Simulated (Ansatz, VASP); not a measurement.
**SrO in VASP and in Ansatz**

File INCAR:

```
  PREC = Accurate
  ENCUT = 520
  EDIFF = 1E-6
  ISMEAR = 0
  SIGMA = 0.01
  LREAL = F
  LASPH = T
  NELM = 100
  ALGO = Normal
  ISIF = 2
  LWAVE = F
  LCHARG = F
  GGA = PE
  NBANDS = 15
```

File KPOINTS:

```
Automatic mesh
0
Gamma
  8 8 8
```

Contents of POSCAR:

```
SrO
1.0
    0.0000000000      2.5973730392      2.5973730392
    2.5973730392      0.0000000000      2.5973730392
    2.5973730392      2.5973730392      0.0000000000
Sr O
1 1
Direct
    0.5000000000      0.5000000000      0.5000000000
    0.0000000000      0.0000000000      0.0000000000
```

Input for Ansatz:

```yaml
crystal:
  lattice:
    - [0.0, 2.5973730392, 2.5973730392]
    - [2.5973730392, 0.0, 2.5973730392]
    - [2.5973730392, 2.5973730392, 0.0]
  atoms:
    - { symbol: Sr, position: [0.5, 0.5, 0.5] }
    - { symbol: O, position: [0.0, 0.0, 0.0] }
kpoints:
  mp_grid: { grid: [8, 8, 8] }
hamiltonian:
  xc: pbe
scf:
  occupations: { method: fixed }
  n_extra_bands: 4
output:
  forces: true
  stress: true
  eigenvalues: true
```

Alike in both runs: task single point; functional PBE; k mesh 8 × 8 × 8; no spin polarisation.

|  | VASP | Ansatz |
| --- | --- | --- |
| version | VASP 6.6.1 | Ansatz 0.2.0 |
| potentials or method | VASP PAW PBE potentials, release 64 (Sr_sv, O) | plane waves, PAW |
| plane-wave cutoff (eV) | 520 | 420 |
| occupations | gaussian, width 0.01 eV | fixed |
| valence electrons in the cell | 16 | 16 |

|  | VASP | Ansatz | Ansatz less VASP |
| --- | --- | --- | --- |
| gap on the k mesh at the Fermi level (eV) | 3.28 | 3.33 | +0.046 |
| pressure (GPa) | 0.5 | 0.0 | -0.51 |
